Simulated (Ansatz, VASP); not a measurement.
# ZnBi3 in VASP and in Ansatz

Contents of INCAR:

```
SYSTEM = ZnBi3
PREC = Accurate ; ENCUT = 520
EDIFF = 1E-6 ; ISMEAR = -1
SIGMA = 0.05 ; LREAL = .False.
LASPH = .True. ; NELM = 60
ALGO = Fast ; ISIF = 2
LWAVE = .False. ; LCHARG = .True.
GGA = PE ; LELF = .True.
LVHAR = .True. ; NBANDS = 36
```

Contents of KPOINTS:

```
regular mesh
0
Gamma
  8 8 8
  0 0 0
```

File POSCAR:

```
ZnBi3
1.0
   -2.4711705297      2.4711705297      4.4697622717
    2.4711705297     -2.4711705297      4.4697622717
    2.4711705297      2.4711705297     -4.4697622717
Bi Zn
3 1
Direct
    0.5000000000      0.5000000000      0.0000000000
    0.2500000000      0.7500000000      0.5000000000
    0.7500000000      0.2500000000      0.5000000000
    0.0000000000      0.0000000000      0.0000000000
```

Contents of input.yaml:

```yaml
crystal:
  lattice:
    - [-2.4711705297, 2.4711705297, 4.4697622717]
    - [2.4711705297, -2.4711705297, 4.4697622717]
    - [2.4711705297, 2.4711705297, -4.4697622717]
  atoms:
    - { symbol: Bi, position: [0.5, 0.5, 0.0] }
    - { symbol: Bi, position: [0.25, 0.75, 0.5] }
    - { symbol: Bi, position: [0.75, 0.25, 0.5] }
    - { symbol: Zn, position: [0.0, 0.0, 0.0] }
hamiltonian:
  xc: pbe
  pseudopotentials: { kind: paw }
kpoints:
  mp_grid: { grid: [8, 8, 8] }
scf:
  occupations: { method: fermi_dirac, width: 0.05 }
output:
  forces: true
  stress: true
  eigenvalues: true
```

Alike in both runs: task single point; functional PBE; k mesh 8 × 8 × 8; occupations fermi-dirac, width 0.05 eV; no spin polarisation.

|  | VASP | Ansatz |
| --- | --- | --- |
| version | VASP 6.6.1 | Ansatz 0.2.0 |
| potentials or method | VASP PAW PBE potentials, release 64 (Bi_d, Zn) | Ansatz PAW |
| plane-wave cutoff (eV) | 520 | 420 |
| valence electrons in the cell | 57 | 57 |

```tsv
	VASP	Ansatz	Ansatz less VASP
gap on the k mesh at the Fermi level (eV)	none	none	-
pressure (GPa)	3.6	3.6	+0.05
traceless stress, the component that is largest in VASP (GPa)	0.46	0.45	-0.008
```

A gap of «none» marks a metal or a gap that the smearing closes.

Neither program's run includes spin-orbit coupling.
